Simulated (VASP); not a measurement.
# Al2Pt (Fm-3m) in VASP: notebook

Runs on Al2Pt. Level: LDA. Tasks: electric field gradients.

All numbers are computed with VASP 6.6.1; they aren't measurements. Logs are shortened: lines on timing, memory, paths and dates and some standing lists are left out, and cuts for length are marked.

### Step 1. The cell of the first run

It takes space group Fm-3m (No. 225, cubic). The conventional cell has a = 5.930 Å, b = 5.930 Å, c = 5.930 Å, α = 90.00°, β = 90.00°, γ = 90.00°. Within 3.4 Å of Al (site symmetry -43m) lie 4 Pt at 2.57 Å and 6 Al at 2.96 Å. Pt (site symmetry m-3m) has 8 Al at 2.57 Å within 3.4 Å.

### Step 2. Electric field gradients, LDA (volume scaled by 1.01)

File INCAR:

```
SYSTEM = Al2Pt
  PREC = Accurate
  ENCUT = 520
  EDIFF = 1E-8
  ISMEAR = -1
  SIGMA = 0.08
  LREAL = .FALSE.
  LASPH = .TRUE.
  NELM = 100
  ALGO = Normal
  ISIF = 2
  LWAVE = .FALSE.
  LCHARG = .FALSE.
  LEFG = .TRUE.
  NBANDS = 15
```

File KPOINTS:

```
Automatic mesh
0
G
  12 12 12
  0 0 0
```

File POSCAR:

```
Al2Pt
1.0
    0.0000000000      2.9648173479      2.9648173479
    2.9648173479      0.0000000000      2.9648173479
    2.9648173479      2.9648173479      0.0000000000
Al Pt
2 1
Direct
    0.2500000000      0.2500000000      0.2500000000
    0.7500000000      0.7500000000      0.7500000000
    0.0000000000      0.0000000000      0.0000000000
```

Potentials or basis: VASP PAW LDA potentials, release 64 (Al, Pt).

Launch:

```bash
> cat potpaw_LDA.64/Al/POTCAR potpaw_LDA.64/Pt/POTCAR > POTCAR
> mpirun -np 1 vasp_std > vasp.out
```

OUTCAR:

```text
SYSTEM = Al2Pt
   PREC = Accurate
   ENCUT = 520
   EDIFF = 1E-8
   ISMEAR = -1
   LREAL = .FALSE.
   LASPH = .TRUE.
   NELM = 100
   ISIF = 2

 ion  position               nearest neighbor table
   1  0.250  0.250  0.250-   3 2.57   3 2.57   3 2.57   3 2.57   2 2.96   2 2.96   2 2.96   2 2.96
                             2 2.96   2 2.96
   2  0.750  0.750  0.750-   3 2.57   3 2.57   3 2.57   3 2.57   1 2.96   1 2.96   1 2.96   1 2.96
                             1 2.96   1 2.96
   3  0.000  0.000  0.000-   2 2.57   2 2.57   2 2.57   1 2.57   1 2.57   1 2.57   2 2.57   1 2.57

  LATTYP: Found a face centered cubic cell.
 ALAT       =     5.9296346958

  Lattice vectors:

 A1 = (   0.0000000000,   2.9648173479,   2.9648173479)
 A2 = (   2.9648173479,   0.0000000000,   2.9648173479)
 A3 = (   2.9648173479,   2.9648173479,   0.0000000000)

Analysis of symmetry for initial positions (statically):
=====================================================================
 Subroutine PRICEL returns:
 Original cell was already a primitive cell.

 Routine SETGRP: Setting up the symmetry group for a
 face centered cubic supercell.

 Subroutine GETGRP returns: Found 48 space group operations
[... 9 lines left out ...]

 Routine SETGRP: Setting up the symmetry group for a
 face centered cubic supercell.

 Subroutine GETGRP returns: Found 48 space group operations
 (whereof 48 operations were pure point group operations)
 out of a pool of 48 trial point group operations.

The dynamic configuration has the point symmetry O_h .

 Subroutine INISYM returns: Found 48 space group operations
 (whereof 48 operations are pure point group operations),
 and found     1 'primitive' translations

----------------------------------------------------------------------------------------

                                     Primitive cell

  volume of cell :      52.1223

  direct lattice vectors                    reciprocal lattice vectors
     0.000000000  2.964817348  2.964817348    -0.168644453  0.168644453  0.168644453
     2.964817348  0.000000000  2.964817348     0.168644453 -0.168644453  0.168644453
     2.964817348  2.964817348  0.000000000     0.168644453  0.168644453 -0.168644453

  length of vectors
     4.192884903  4.192884903  4.192884903     0.292100761  0.292100761  0.292100761

[... 132 lines left out ...]
 cond. band min:       7.6239374807   @ k =   0.3333   0.2500   0.0000
 fundamental gap:      0.0448645707
 Fermi energy:         7.6090659329

 k-point     1 :       0.0000    0.0000    0.0000
  band No.  band energies     occupation
      1      -2.5569      2.00000
      2       2.5657      2.00000
      3       2.5657      2.00000
      4       2.5657      2.00000
      5       3.9199      2.00000
      6       3.9199      2.00000
      7      10.3354      0.00000
      8      11.4088      0.00000
      9      11.4088      0.00000
     10      11.4088      0.00000
     11      12.9339      0.00000
     12      12.9339      0.00000
     13      12.9339      0.00000
     14      13.8362      0.00000
[... 401 lines left out ...]
      2       1.5723      2.00000
      3       2.7905      2.00000
      4       3.0908      2.00000
      5       3.6671      2.00000
      6       4.0073      2.00000
      7       4.3773      2.00000
      8       7.0980      1.99664
      9       8.2508      0.00066
     10      11.0346      0.00000
     11      13.1851      0.00000
     12      13.4774      0.00000
     13      14.4508      0.00000
     14      16.2744      0.00000
     15      16.7269      0.00000

 [... further k-points ...]
[... 5 lines left out ...]
  --------------------------------------------------------------------------------------
  -------------------------------------------------------------------------------------
  Total       -1.5805017     -1.5805017     -1.5805017      0.0000000      0.0000000      0.0000000
  in kB      -48.5827090    -48.5827090    -48.5827090      0.0000000      0.0000000      0.0000000
  external PRESSURE =     -48.5827090 kB  Pullay stress =       0.0000000 kB

 VOLUME and BASIS-vectors are now :
 -----------------------------------------------------------------------------
  energy-cutoff  :      520.00
  volume of cell :       52.12
      direct lattice vectors                 reciprocal lattice vectors
     0.000000000  2.964817348  2.964817348    -0.168644453  0.168644453  0.168644453
     2.964817348  0.000000000  2.964817348     0.168644453 -0.168644453  0.168644453
     2.964817348  2.964817348  0.000000000     0.168644453  0.168644453 -0.168644453

 POSITION                                       TOTAL-FORCE (eV/Angst)
 -----------------------------------------------------------------------------------
      1.48241      1.48241      1.48241        -0.000000      0.000000      0.000000
      4.44723      4.44723      4.44723        -0.000000     -0.000000     -0.000000
      0.00000      0.00000      0.00000         0.000000     -0.000000      0.000000
 -----------------------------------------------------------------------------------
    total drift:                                0.000000     -0.000000      0.000000

  FREE ENERGIE OF THE ION-ELECTRON SYSTEM (eV)
  ---------------------------------------------------
  free  energy   TOTEN  =       -18.5808003207 eV

  energy  without entropy=      -18.5550720993  energy(sigma->0) =      -18.56793621

 Electric field gradients (V/A^2)
---------------------------------------------------------------------
 ion       V_xx      V_yy      V_zz      V_xy      V_xz      V_yz
---------------------------------------------------------------------
   1       0.000     0.000    -0.000     0.000     0.000     0.000
   2       0.000     0.000    -0.000     0.000     0.000     0.000
   3      -0.000     0.000     0.000     0.000     0.000     0.000
---------------------------------------------------------------------

 Electric field gradients after diagonalization (V/A^2)
 (convention: |V_zz| > |V_xx| > |V_yy|)
----------------------------------------------------------------------
 ion       V_xx      V_yy      V_zz     asymmetry (V_yy - V_xx)/ V_zz
----------------------------------------------------------------------
   1      -0.000    -0.000     0.000       0.000
   2      -0.000    -0.000     0.000       0.000
   3      -0.000    -0.000     0.001       0.000
----------------------------------------------------------------------

           NMR quadrupolar parameters

 Cq : quadrupolar parameter    Cq=e*Q*V_zz/h
 eta: asymmetry parameters     (V_yy - V_xx)/ V_zz
 Q  : nuclear electric quadrupole moment in mb (millibarn)
----------------------------------------------------------------------
 ion       Cq(MHz)       eta       Q (mb)
----------------------------------------------------------------------
   1       0.000       0.000       1.000
   2       0.000       0.000       1.000
   3       0.000       0.000       1.000
----------------------------------------------------------------------
```

stdout:

```text
POSCAR found type information on POSCAR AlPt
 POSCAR found :  2 types and       3 ions
 scaLAPACK will be used
 LDA part: xc-table for (Slater(with rela. corr.)+CA(PZ))
 , standard interpolation
 POSCAR, INCAR and KPOINTS ok, starting setup
 FFT: planning ... GRIDC
 FFT: planning ... GRID_SOFT
 FFT: planning ... GRID
 WAVECAR not read
 entering main loop
ion   1

ion   2

ion   3
```

It took 24 s on 1 thread of Intel Xeon Platinum 8559C (Emerald Rapids), shared host; peak memory 0.19 GiB.

Results:

* Free energy: -18.5808 eV
* Pressure: -4.9 GPa
* Band gap on the k mesh: zero (band 8 reaches 11.41 eV, above the bottom of band 9 at 6.02 eV)

Levels at points of the mesh, in eV from the Fermi level:
```
           k point  band 5  band 6  band 7  band 8  band 9  band 10  band 11  band 12
(0.00, 0.00, 0.00)   -3.69   -3.69    2.73    3.80    3.80     3.80     5.32     5.32
(0.50, 0.00, 0.00)   -3.73   -3.48   -3.48    1.00    1.00     3.66     5.09     5.09
(0.50, 0.50, 0.00)   -3.80   -3.42   -3.20   -1.59   -1.59     3.00     3.33     8.08
```

Caveat: without QUAD_EFG the Cq values of the log hold for a quadrupole moment of 1 mb, not for the nuclei; spin-orbit coupling is left out, which moves the levels of the heavy elements.

### Step 3. Electric field gradients, LDA (volume scaled by 1.04)

File INCAR:

```
SYSTEM = Al2Pt
ALGO = Normal
EDIFF = 1E-8
ENCUT = 520
GGA = CA
ISIF = 2
ISMEAR = -1
LASPH = .TRUE.
LCHARG = .FALSE.
LEFG = .TRUE.
LREAL = .FALSE.
LWAVE = .FALSE.
NBANDS = 15
NELM = 80
PREC = Accurate
SIGMA = 0.08
```

File KPOINTS:

```
k-points
0
G
  12 12 12
  0 0 0
```

File POSCAR:

```
Al2Pt
1.0
    0.0000000000      2.9938860383      2.9938860383
    2.9938860383      0.0000000000      2.9938860383
    2.9938860383      2.9938860383      0.0000000000
Al Pt
2 1
Direct
    0.2500000000      0.2500000000      0.2500000000
    0.7500000000      0.7500000000      0.7500000000
    0.0000000000      0.0000000000      0.0000000000
```

Potentials or basis: VASP PAW LDA potentials, release 64 (Al, Pt).

Launch:

```bash
> cat potpaw_LDA.64/Al/POTCAR potpaw_LDA.64/Pt/POTCAR > POTCAR
> mpirun -np 1 vasp_std > vasp.out
```

OUTCAR:

```text
SYSTEM = Al2Pt
   EDIFF = 1E-8
   ENCUT = 520
   GGA = CA
   ISIF = 2
   ISMEAR = -1
   LASPH = .TRUE.
   LREAL = .FALSE.
   NELM = 80
   PREC = Accurate

 ion  position               nearest neighbor table
   1  0.250  0.250  0.250-   3 2.59   3 2.59   3 2.59   3 2.59   2 2.99   2 2.99   2 2.99   2 2.99
                             2 2.99   2 2.99
   2  0.750  0.750  0.750-   3 2.59   3 2.59   3 2.59   3 2.59   1 2.99   1 2.99   1 2.99   1 2.99
                             1 2.99   1 2.99
   3  0.000  0.000  0.000-   1 2.59   2 2.59   2 2.59   2 2.59   2 2.59   1 2.59   1 2.59   1 2.59

  LATTYP: Found a face centered cubic cell.
 ALAT       =     5.9877720766

  Lattice vectors:

 A1 = (   0.0000000000,   2.9938860383,   2.9938860383)
 A2 = (   2.9938860383,   0.0000000000,   2.9938860383)
 A3 = (   2.9938860383,   2.9938860383,   0.0000000000)

Analysis of symmetry for initial positions (statically):
=====================================================================
 Subroutine PRICEL returns:
 Original cell was already a primitive cell.

 Routine SETGRP: Setting up the symmetry group for a
 face centered cubic supercell.

 Subroutine GETGRP returns: Found 48 space group operations
[... 9 lines left out ...]

 Routine SETGRP: Setting up the symmetry group for a
 face centered cubic supercell.

 Subroutine GETGRP returns: Found 48 space group operations
 (whereof 48 operations were pure point group operations)
 out of a pool of 48 trial point group operations.

The dynamic configuration has the point symmetry O_h .

 Subroutine INISYM returns: Found 48 space group operations
 (whereof 48 operations are pure point group operations),
 and found     1 'primitive' translations

[... 571 lines left out ...]
      6       3.7794      2.00000
      7       4.1256      2.00000
      8       6.7583      1.99663
      9       7.9103      0.00066
     10      10.6139      0.00000
     11      12.7357      0.00000
     12      12.9458      0.00000
     13      13.9803      0.00000
     14      15.7387      0.00000
     15      16.2743      0.00000

 [... further k-points ...]
[... 5 lines left out ...]
  --------------------------------------------------------------------------------------
  -------------------------------------------------------------------------------------
  Total       -2.7578220     -2.7578220     -2.7578220      0.0000000      0.0000000      0.0000000
  in kB      -82.3267595    -82.3267595    -82.3267595      0.0000000      0.0000000      0.0000000
  external PRESSURE =     -82.3267595 kB  Pullay stress =       0.0000000 kB

 VOLUME and BASIS-vectors are now :
 -----------------------------------------------------------------------------
  energy-cutoff  :      520.00
  volume of cell :       53.67
      direct lattice vectors                 reciprocal lattice vectors
     0.000000000  2.993886038  2.993886038    -0.167007025  0.167007025  0.167007025
     2.993886038  0.000000000  2.993886038     0.167007025 -0.167007025  0.167007025
     2.993886038  2.993886038  0.000000000     0.167007025  0.167007025 -0.167007025

 POSITION                                       TOTAL-FORCE (eV/Angst)
 -----------------------------------------------------------------------------------
      1.49694      1.49694      1.49694         0.000000      0.000000      0.000000
      4.49083      4.49083      4.49083        -0.000000      0.000000      0.000000
      0.00000      0.00000      0.00000        -0.000000     -0.000000     -0.000000
 -----------------------------------------------------------------------------------
    total drift:                                0.000000     -0.000000      0.000000

  FREE ENERGIE OF THE ION-ELECTRON SYSTEM (eV)
  ---------------------------------------------------
  free  energy   TOTEN  =       -18.5175206703 eV

  energy  without entropy=      -18.4912761112  energy(sigma->0) =      -18.50439839

 Electric field gradients (V/A^2)
---------------------------------------------------------------------
 ion       V_xx      V_yy      V_zz      V_xy      V_xz      V_yz
---------------------------------------------------------------------
   1      -0.000     0.000     0.000     0.000     0.000     0.000
   2      -0.000     0.000     0.000     0.000     0.000     0.000
   3      -0.000    -0.000    -0.000     0.000     0.000     0.000
---------------------------------------------------------------------

 Electric field gradients after diagonalization (V/A^2)
 (convention: |V_zz| > |V_xx| > |V_yy|)
----------------------------------------------------------------------
 ion       V_xx      V_yy      V_zz     asymmetry (V_yy - V_xx)/ V_zz
----------------------------------------------------------------------
   1      -0.000    -0.000     0.000       0.000
   2      -0.000    -0.000     0.000       0.000
   3      -0.000    -0.000     0.000       0.000
----------------------------------------------------------------------

           NMR quadrupolar parameters

 Cq : quadrupolar parameter    Cq=e*Q*V_zz/h
 eta: asymmetry parameters     (V_yy - V_xx)/ V_zz
 Q  : nuclear electric quadrupole moment in mb (millibarn)
----------------------------------------------------------------------
 ion       Cq(MHz)       eta       Q (mb)
----------------------------------------------------------------------
   1       0.000       0.000       1.000
   2       0.000       0.000       1.000
   3       0.000       0.000       1.000
----------------------------------------------------------------------
```

Run time: 25 s. Hardware: 1 thread of Intel Xeon Platinum 8559C (Emerald Rapids), shared host; peak memory 0.19 GiB.

Results:

```
Free energy            : -18.5175 eV
Pressure               : -8.2 GPa
Band gap on the k mesh : zero (band 8 reaches 11.05 eV, above the bottom of band 9 at 5.74 eV)
```

Caveat: without QUAD_EFG the Cq values of the log hold for a quadrupole moment of 1 mb, not for the nuclei; spin-orbit coupling is left out, which moves the levels of the heavy elements.
